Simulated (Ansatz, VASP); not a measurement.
In in VASP and in Ansatz

```
In
1.0
    -1.67493    1.67493    2.39973
     1.67493   -1.67493    2.39973
     1.67493    1.67493   -2.39973
In
1
Cartesian
  0.0000 0.0000 0.0000
```

Change from the starting cell: strain +0.030 along x and y, -0.030 along z, atoms carried along.

Alike in both runs: task single point; functional PBEsol; k mesh 20 × 20 × 20; occupations gaussian, width 0.15 eV; no spin polarisation.

|  | VASP | Ansatz |
| --- | --- | --- |
| version | VASP 6.6.1 | Ansatz 0.2.0 |
| potentials or method | VASP PAW PBE potentials, release 64 (In_d), cutoff 520 eV | scalar-relativistic, plane waves, PAW |
| valence electrons in the cell | 13 | 13 |

```csv
,VASP,Ansatz,Ansatz less VASP
gap on the k mesh at the Fermi level (eV),none,none,-
pressure (GPa),-2.1,-2.1,+0.01
```

VASP's potentials were made for PBE, not for PBEsol. A gap of «none» marks a metal or a gap that the smearing closes. With one functional, cell and mesh, what is left measures potentials, basis and numerics.
